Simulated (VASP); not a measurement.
A run of VASP 6.6.1 is set up as follows.

File INCAR:

```
SYSTEM = LiNbO3
PREC = Accurate
ENCUT = 520
EDIFF = 1E-6
ISMEAR = -1
SIGMA = 0.02
LREAL = .False.
LASPH = .True.
NELM = 60
ALGO = Normal
ISIF = 2
LWAVE = .False.
LCHARG = .False.
GGA = PE
NBANDS = 45
```

KPOINTS

```
regular mesh
0
Gamma
  6 6 6
  0 0 0
```

Contents of POSCAR:

```
LiNbO3
1.0
    2.5687004030      1.4830398691      4.6282271846
   -2.5687004030      1.4830398691      4.6282271846
    0.0000000000     -2.9660797383      4.6282271845
Li Nb O
2 2 6
Direct
    0.7821703289      0.7821703289      0.7821703289
    0.2821703289      0.2821703289      0.2821703289
    0.5001763114      0.5001763114      0.5001763114
    1.0001763114      1.0001763114      0.0001763114
    0.6079877643      0.2196418015      0.8620237939
    0.8620237939      0.6079877643      0.2196418015
    0.1079877643      0.3620237939      0.7196418015
    0.2196418015      0.8620237939      0.6079877643
    0.7196418015      0.1079877643      0.3620237939
    0.3620237939      0.7196418015      0.1079877643
```

Potentials or basis: VASP PAW PBE potentials, release 64 (Li_sv, Nb_sv, O).

The run is started by

```bash
$ cat potpaw_PBE.64/Li_sv/POTCAR potpaw_PBE.64/Nb_sv/POTCAR potpaw_PBE.64/O/POTCAR > POTCAR
$ mpirun -np 1 vasp_std > vasp.out
```

(1) Predict the largest force.

(2) Estimate the band gap on the k mesh.

Results:

(1) 0.115 eV/Å.

(2) 3.61 eV (least direct gap 3.64 eV).
